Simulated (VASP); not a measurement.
Wanted: the native input for a VASP 6.6.1 run.

```yaml
Task: single point
Functional: PBE
Potentials_or_basis: VASP PAW PBE potentials, release 64 (Ge_d, Sb, Se)
Cutoff: 520 eV
k_mesh: 12 × 12 × 6
Occupations: gaussian, width 0.1 eV
Spin: no spin polarisation
Dipole_correction: no
Further_INCAR_settings: ALGO = Normal; EDIFF = 1e-06; NBANDS = 30
```

The structure of Ge2Sb2Se lies in POSCAR:

```
Ge2Sb2Se
1.0
    4.4491209112      0.0000000000      0.0000000000
   -2.2245604556      3.8530517336      0.0000000000
    0.0000000000      0.0000000000      8.3880839009
Ge Sb Se
2 2 1
Direct
    0.3333333333      0.6666666667      0.5000000000
    0.6666666667      0.3333333333      0.0000000000
    0.0000000000      0.0000000000      0.3252614064
    0.0000000000      0.0000000000      0.6747385936
    0.3333333333      0.6666666667      0.0000000000
```

The cell was built from a structure type or drawn by symmetry, and may not be a known phase.

One way to write it, as run:

INCAR

```
SYSTEM = Ge2Sb2Se
ALGO = Normal
EDIFF = 1E-6
ENCUT = 520
GGA = PE
ISIF = 2
ISMEAR = 0
LASPH = .True.
LCHARG = .True.
LELF = .True.
LREAL = .False.
LVHAR = .True.
LWAVE = .False.
NBANDS = 30
NELM = 100
PREC = Accurate
SIGMA = 0.1
```

KPOINTS

```
k-points
0
Gamma
  12 12 6
  0 0 0
```

Potentials or basis: VASP PAW PBE potentials, release 64 (Ge_d, Sb, Se).

The run is started by

```bash
$ cat potpaw_PBE.64/Ge_d/POTCAR potpaw_PBE.64/Sb/POTCAR potpaw_PBE.64/Se/POTCAR > POTCAR
$ mpirun -np 1 vasp_std > vasp.out
```

Results of the run:

```yaml
Pressure: 0.0 GPa
Largest_force: 0.019 eV/Å
Band_gap_on_the_k_mesh: zero (bands 22 and 23 overlap by 1.10 eV)
```

Caveat: spin-orbit coupling is left out, which moves the levels of the heavy elements.

Wall time 7.3 min on 1 thread of Intel Xeon 8259CL, on a shared host, peak memory 0.49 GiB.
